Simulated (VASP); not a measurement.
# Re (P6_3/mmc) in VASP: settings compared, part 2 of 2

VASP 6.6.1. Earlier steps stand in the parts before.

### Step 4. Single point, PBE0

This run uses another cell than the first one, of 14.81 Å³/atom, 0.980 times its volume.

POSCAR

```
Re
1.0
    2.7663873939      0.0000000000      0.0000000000
   -1.3831936969      2.3957617598      0.0000000000
    0.0000000000      0.0000000000      8.9388451600
Re
4
Direct
    0.6666666667      0.3333333333      0.7500000000
    0.0000000000      0.0000000000      0.5000000000
    0.3333333333      0.6666666667      0.2500000000
    0.0000000000      0.0000000000      0.0000000000
```

INCAR.step1

```
  PREC = Accurate
  ENCUT = 520
  EDIFF = 1E-5
  ISMEAR = -1
  SIGMA = 0.05
  LREAL = F
  LASPH = T
  NELM = 60
  ALGO = Normal
  ISIF = 2
  LWAVE = T
  NBANDS = 22
  GGA = PE
  LUSENCCL = F
```

INCAR.step2

```
  PREC = Accurate
  ENCUT = 520
  EDIFF = 1E-7
  ISMEAR = -1
  SIGMA = 0.05
  LREAL = F
  LASPH = T
  NELM = 60
  ALGO = Normal
  ISIF = 2
  LWAVE = F
  LCHARG = T
  GGA = PE
  LHFCALC = T
  AEXX = 0.25
  PRECFOCK = Normal
  LELF = T
  LVHAR = T
  NBANDS = 22
  ISTART = 1
  LUSENCCL = F
```

KPOINTS

```
regular mesh
0
Gamma
  6 6 2
```

Potentials or basis: VASP PAW PBE potentials, release 64 (Re).

Command:

```console
$ cat potpaw_PBE.64/Re/POTCAR > POTCAR
$ cp INCAR.step1 INCAR
$ mpirun -np 1 vasp_std > vasp.out
$ cp INCAR.step2 INCAR
$ mpirun -np 1 vasp_std > vasp.out
```

OUTCAR:

```text
PREC = Accurate
   ENCUT = 520
   EDIFF = 1E-7
   ISMEAR = -1
   LREAL = F
   LASPH = T
   NELM = 60
   ISIF = 2
   GGA = PE
   LHFCALC = T
   AEXX = 0.25
   PRECFOCK = Normal
   ISTART = 1

 ion  position               nearest neighbor table
   1  0.667  0.333  0.750-   2 2.75   4 2.75   2 2.75   4 2.75   2 2.75   4 2.75
   2  0.000  0.000  0.500-   1 2.75   3 2.75   3 2.75   1 2.75   1 2.75   3 2.75
   3  0.333  0.667  0.250-   2 2.75   4 2.75   2 2.75   4 2.75   2 2.75   4 2.75
   4  0.000  0.000  0.000-   1 2.75   3 2.75   3 2.75   1 2.75   1 2.75   3 2.75

  LATTYP: Found a hexagonal cell.
 ALAT       =     2.7663873939
 C/A-ratio  =     3.2312340563

  Lattice vectors:

 A1 = (   2.7663873939,   0.0000000000,   0.0000000000)
 A2 = (  -1.3831936969,   2.3957617598,   0.0000000000)
 A3 = (   0.0000000000,   0.0000000000,   8.9388451600)

Analysis of symmetry for initial positions (statically):
=====================================================================
 Subroutine PRICEL returns:
 Original cell was already a primitive cell.

 Routine SETGRP: Setting up the symmetry group for a
 hexagonal supercell.

 Subroutine GETGRP returns: Found 24 space group operations
 (whereof 12 operations were pure point group operations)
 out of a pool of 24 trial point group operations.

The static configuration has the point symmetry D_3d.
 The point group associated with its full space group is D_6h.

Analysis of symmetry for dynamics (positions and initial velocities):
=====================================================================
 Subroutine PRICEL returns:
 Original cell was already a primitive cell.

 Routine SETGRP: Setting up the symmetry group for a
 hexagonal supercell.

 Subroutine GETGRP returns: Found 24 space group operations
 (whereof 12 operations were pure point group operations)
 out of a pool of 24 trial point group operations.

The dynamic configuration has the point symmetry D_3d.
 The point group associated with its full space group is D_6h.

 Subroutine INISYM returns: Found 24 space group operations
 (whereof 12 operations are pure point group operations),
 and found     1 'primitive' translations

----------------------------------------------------------------------------------------

                                     Primitive cell

  volume of cell :      59.2431

  direct lattice vectors                    reciprocal lattice vectors
     2.766387394  0.000000000  0.000000000     0.361482272  0.208701887 -0.000000000
    -1.383193697  2.395761760  0.000000000     0.000000000  0.417403774  0.000000000
     0.000000000  0.000000000  8.938845160     0.000000000 -0.000000000  0.111871274

  length of vectors
     2.766387394  2.766387394  8.938845160     0.417403774  0.417403774  0.111871274

  position of ions in fractional coordinates (direct lattice)
     0.666666667  0.333333333  0.750000000
     0.000000000  0.000000000  0.500000000
     0.333333333  0.666666667  0.250000000
     0.000000000  0.000000000  0.000000000
[... 42 lines left out ...]
  0.333333  0.333333  0.000000      2.000000
  0.000000  0.000000  0.500000      1.000000
  0.166667  0.000000  0.500000      6.000000
  0.333333  0.000000  0.500000      6.000000
  0.500000  0.000000  0.500000      3.000000
  0.166667  0.166667  0.500000      6.000000
  0.333333  0.166667  0.500000     12.000000
  0.333333  0.333333  0.500000      2.000000
   k-points           NKPTS =     14   k-points in BZ     NKDIM =     72   number of bands    NBANDS=     22
   number of dos      NEDOS =    301   number of ions     NIONS =      4
   total plane-waves  NPLWV =  40320
   dimension x,y,z NGX =    24 NGY =   24 NGZ =   70
   dimension x,y,z NGXF=    48 NGYF=   48 NGZF=  140
   ions per type =               4
   NGX,Y,Z   is equivalent  to a cutoff of  14.42, 14.42, 13.02 a.u.
   NGXF,Y,Z  is equivalent  to a cutoff of  28.85, 28.85, 26.04 a.u.
 SYSTEM =  unknown system
   PREC   = accura    normal or accurate (medium, high low for compatibility)
   ISTART =      1    job   : 0-new  1-cont  2-samecut
   ICHARG =      0    charge: 1-file 2-atom 10-const
   ISPIN  =      1    spin polarized calculation?
   LNONCOLLINEAR =      F non collinear calculations
   LSORBIT =      F    spin-orbit coupling
   LASPH  =      T    aspherical Exc in radial PAW
   ENCUT  =  520.0 eV  38.22 Ry    6.18 a.u.   5.14  5.14 16.62*2*pi/ulx,y,z
   NELM   =     60;   NELMIN=  2; NELMDL=  0     # of ELM steps
   EDIFF  = 0.1E-06   stopping-criterion for ELM
   LREAL  =      F    real-space projection
   EDIFFG = 0.1E-05   stopping-criterion for IOM
   NSW    =      0    number of steps for IOM
   IBRION =     -1    ionic relax: 0-MD 1-quasi-New 2-CG
   NFREE  =      0    steps in history (QN), initial steepest desc. (CG)
   ISIF   =      2    stress and relaxation
   ISYM   =      3    0-nonsym 1-usesym 2-fastsym
   POTIM  = 0.5000    time-step for ionic-motion
   TEBEG  =    0.0;   TEEND  =   0.0 temperature during run
   PSTRESS=    0.0 pullay stress
   NELECT =      28.0000    total number of electrons
   NUPDOWN=      -1.0000    fix difference up-down
   EMIN   =  10.00;   EMAX   =-10.00  energy-range for DOS
   EFERMI =   0.00;   METHOD = LEGACY
   ISMEAR =    -1;   SIGMA  =   0.05  broadening in eV -4-tet -1-fermi 0-gaus
   EFERMI_NEDOS =   21; number of points for ismear=-14 and -15
   IALGO  =     38    algorithm
   IMIX   =      1    mixing-type and parameters
     AMIX     =   0.40;   BMIX     =  1.00
     AMIX_MAG =   1.60;   BMIX_MAG =  1.00
  volume/ion in A,a.u.               =      14.81        99.95
  Fermi-wavevector in a.u.,A,eV,Ry     =   1.275209  2.409796 22.125236  1.626159
  Thomas-Fermi vector in A             =   2.407934
   LORBIT       =      0    0 simple, 1 ext, 2 COOP (PROOUT), +10 PAW based schemes
   GGA     = PE    functional components
   LHFCALC =     T    Hartree Fock is set to
   PRECFOCK=normal    Normal, Fast or Accurate (Low or Medium for compatibility)
   ENCUT4O =  -1.0   cutoff for four orbital integrals eV
   NKREDX  =     1    reduce k-point grid by
   NKREDY  =     1    reduce k-point grid by
   NKREDZ  =     1    reduce k-point grid by
   AEXX    =    0.2500 exact exchange contribution
   HFSCREEN=    0.0000 screening length (either q_TF or 0.3 A-1)
   HFSCREENC=   0.0000 screening length for correlation (either q_TF or 0.3 A-1)
   ENCUTFOCK=  -1.0 apply spherical cutoff to Coloumb kernel
   IVDW    =     0    specifies the selected vdW correction
   LEPSILON=     F    determine dielectric tensor
   LRPA    =     F    only Hartree local field effects (RPA)
 non-spin polarized calculation
  energy-cutoff  :      520.00
  volume of cell :       59.24
 maximum number of plane-waves:      1608
 NGX is ok and might be reduce to    24
  NGX = 16; NGY = 16; NGZ = 54

 number of electron      27.9999999 magnetization

 Free energy of the ion-electron system (eV)
  ---------------------------------------------------
  ext. energy  EPLUGINS =         0.00000000
  ---------------------------------------------------
  free energy    TOTEN  =       -62.49790876 eV

  energy without entropy =      -62.49759927  energy(sigma->0) =      -62.49775402

 E-fermi :   7.5920     XC(G=0): -10.7398

 val. band max:        7.3040820330   @ k =   0.3333   0.3333   0.0000
 cond. band min:       7.8890176271   @ k =   0.3333   0.3333   0.5000
 fundamental gap:      0.5849355941
 Fermi energy:         7.5919612038

 k-point     1 :       0.0000    0.0000    0.0000
  band No.  band energies     occupation
      1      -3.9478      2.00000
      2      -1.3681      2.00000
      3      -1.3671      2.00000
      4      -0.4050      2.00000
      5       4.2212      2.00000
      6       4.3223      2.00000
[... 339 lines left out ...]
     21      16.1354      0.00000
     22      16.1354      0.00000

------------------------ aborting loop because EDIFF is reached ----------------------------------------

  FORCE on cell =-STRESS in cart. coord.  units (eV):
  Direction    XX          YY          ZZ          XY          YZ          ZX
  --------------------------------------------------------------------------------------
  -------------------------------------------------------------------------------------
  Total       -3.7549809     -3.7549809     -5.3297064     -0.0000000     -0.0000000      0.0000000
  in kB     -101.5500800   -101.5500800   -144.1371159     -0.0000000     -0.0000000      0.0000000
  external PRESSURE =    -115.7457586 kB  Pullay stress =       0.0000000 kB

 VOLUME and BASIS-vectors are now :
 -----------------------------------------------------------------------------
  energy-cutoff  :      520.00
  volume of cell :       59.24
      direct lattice vectors                 reciprocal lattice vectors
     2.766387394  0.000000000  0.000000000     0.361482272  0.208701887 -0.000000000
    -1.383193697  2.395761760  0.000000000     0.000000000  0.417403774  0.000000000
     0.000000000  0.000000000  8.938845160     0.000000000 -0.000000000  0.111871274

 POSITION                                       TOTAL-FORCE (eV/Angst)
 -----------------------------------------------------------------------------------
      1.38319      0.79859      6.70413        -0.000000     -0.000000      0.000000
      0.00000      0.00000      4.46942         0.000000      0.000000     -0.000000
     -0.00000      1.59717      2.23471        -0.000000      0.000000      0.000000
      0.00000      0.00000      0.00000         0.000000      0.000000     -0.000000
 -----------------------------------------------------------------------------------
    total drift:                                0.000001      0.000000      0.000001

  FREE ENERGIE OF THE ION-ELECTRON SYSTEM (eV)
  ---------------------------------------------------
  free  energy   TOTEN  =       -62.4979087606 eV

  energy  without entropy=      -62.4975992739  energy(sigma->0) =      -62.49775402
```

Run time: 6.3 min. Hardware: 1 × NVIDIA H100 80GB with 1 thread of AMD EPYC 7R13 (Zen 3), shared host; peak memory 1.2 GiB.

What came out:

| Quantity | Value |
| --- | --- |
| Free energy | -62.4979 eV |
| Pressure | -11.6 GPa |
| Band gap on the k mesh | zero (band 14 reaches 8.85 eV, above the bottom of band 15 at 5.80 eV) |

Caveat: the k points lie up to 0.44 Å⁻¹ apart; the PAW data sets were made with another functional, which shifts forces and pressure a little; spin-orbit coupling is left out, which moves the levels of the heavy elements.

### Step 5. Single point, LDA

This run uses another cell than the first one, of 14.33 Å³/atom, 0.949 times its volume.

INCAR

```
ALGO = Fast ; EDIFF = 1E-7
ENCUT = 520 ; ISIF = 2
ISMEAR = -1 ; LASPH = T
LCHARG = F ; LREAL = F
LWAVE = F ; NBANDS = 22
NELM = 80 ; PREC = Accurate
SIGMA = 0.05
```

KPOINTS

```
k-points
0
Gamma
  8 8 3
```

POSCAR

```
Re
1.0
    2.7400637699      0.0000000000      0.0000000000
   -1.3700318849      2.3729648327      0.0000000000
    0.0000000000      0.0000000000      8.8185174578
Re
4
Direct
    0.6666666667      0.3333333333      0.7500000000
    0.0000000000      0.0000000000      0.5000000000
    0.3333333333      0.6666666667      0.2500000000
    0.0000000000      0.0000000000      0.0000000000
```

Potentials or basis: VASP PAW LDA potentials, release 64 (Re).

Command:

```console
$ cat potpaw_LDA.64/Re/POTCAR > POTCAR
$ mpirun -np 1 vasp_std > vasp.out
```

Run time: 73 s. Hardware: 1 thread of AMD EPYC 7R13, shared host; peak memory 0.13 GiB.

The run converged. Its results:

| Property | Result |
| --- | --- |
| Free energy | -55.0362 eV |
| Pressure | 1.5 GPa |
| Band gap on the k mesh | zero (band 14 reaches 9.62 eV, above the bottom of band 15 at 6.84 eV) |

Stress tensor (GPa, compression positive):
```
1.59 0.00 0.00
0.00 1.59 0.00
0.00 0.00 1.35
```

Levels at points of the mesh, in eV from the Fermi level:
| k point | band 12 | band 13 | band 14 | band 15 | band 16 | band 17 |
| --- | --- | --- | --- | --- | --- | --- |
| (0.00, 0.00, 0.00) | -1.35 | -1.35 | -1.26 | -1.26 | 0.55 | 0.55 |
| (0.50, 0.00, 0.00) | 0.23 | 0.25 | 1.29 | 2.28 | 3.96 | 3.99 |

Caveat: spin-orbit coupling is left out, which moves the levels of the heavy elements.

### Step 6. Single point, PBE

This run uses another cell than the first one, of 14.96 Å³/atom, 0.990 times its volume.

INCAR

```
  PREC = Accurate
  ENCUT = 520
  EDIFF = 1E-6
  ISMEAR = -1
  SIGMA = 0.05
  LREAL = F
  LASPH = T
  NELM = 60
  ALGO = Normal
  ISIF = 2
  LWAVE = F
  LCHARG = F
  GGA = PE
  NBANDS = 22
```

KPOINTS

```
regular mesh
0
Gamma
  8 8 3
```

POSCAR

```
Re
1.0
    2.7767593763      0.0000000000      0.0000000000
   -1.3883796881      2.4047441601      0.0000000000
    0.0000000000      0.0000000000      8.9595826451
Re
4
Direct
    0.6666666667      0.3333333333      0.7500000000
    0.0000000000      0.0000000000      0.5000000000
    0.3333333333      0.6666666667      0.2500000000
    0.0000000000      0.0000000000      0.0000000000
```

Potentials or basis: VASP PAW PBE potentials, release 64 (Re).

Command:

```console
$ cat potpaw_PBE.64/Re/POTCAR > POTCAR
$ mpirun -np 1 vasp_std > vasp.out
```

It took 76 s on 1 thread of AMD EPYC 7R13, shared host; peak memory 0.16 GiB.

Results (log left out):

* Free energy: -49.6886 eV
* Pressure: -0.6 GPa
* Band gap on the k mesh: zero (band 14 reaches 8.89 eV, above the bottom of band 15 at 6.47 eV)

Stress tensor (GPa, compression positive):
```
-0.51  0.00  0.00
 0.00 -0.51  0.00
 0.00  0.00 -0.65
```

Levels at points of the mesh, in eV from the Fermi level:
| k point | band 12 | band 13 | band 14 | band 15 | band 16 | band 17 |
| --- | --- | --- | --- | --- | --- | --- |
| (0.00, 0.00, 0.00) | -1.22 | -1.22 | -1.13 | -1.13 | 0.48 | 0.59 |
| (0.50, 0.00, 0.00) | 0.27 | 0.30 | 1.10 | 2.03 | 3.77 | 3.79 |

Caveat: spin-orbit coupling is left out, which moves the levels of the heavy elements.

### Step 7. Summary

```csv
level,potentials or basis,cell,k mesh,grid for exact exchange (PRECFOCK),gap on the mesh (eV),pressure (GPa)
PBE,"VASP PAW PBE potentials, release 64 (Re)","a = 2.766, b = 2.766, c = 9.118 Å, angles 90.0, 90.0, 120.0°, 4 atoms",9 × 9 × 3,-,none,-4.2
PBE,"VASP PAW PBE potentials, release 64 (Re)","a = 2.766, b = 2.766, c = 9.296 Å, angles 90.0, 90.0, 120.0°, 4 atoms",9 × 9 × 3,-,none,-10.3
PBE0,"VASP PAW PBE potentials, release 64 (Re)","a = 2.766, b = 2.766, c = 8.939 Å, angles 90.0, 90.0, 120.0°, 4 atoms",6 × 6 × 2,Normal,none,-11.6
LDA,"VASP PAW LDA potentials, release 64 (Re)","a = 2.740, b = 2.740, c = 8.819 Å, angles 90.0, 90.0, 120.0°, 4 atoms",8 × 8 × 3,-,none,1.5
PBE,"VASP PAW PBE potentials, release 64 (Re)","a = 2.777, b = 2.777, c = 8.960 Å, angles 90.0, 90.0, 120.0°, 4 atoms",8 × 8 × 3,-,none,-0.6
```

Alike in all rows: task single point; no spin polarisation; cutoff (eV) 520; smearing fermi-dirac 0.05 eV.

Caveats: some runs use coarse meshes; spin-orbit coupling is left out, which moves the levels of the heavy elements; the PAW data sets were made with another functional, which shifts forces and pressure a little (some runs).

Total energies depend on the potentials used, so only differences within one code and one set of settings carry meaning.
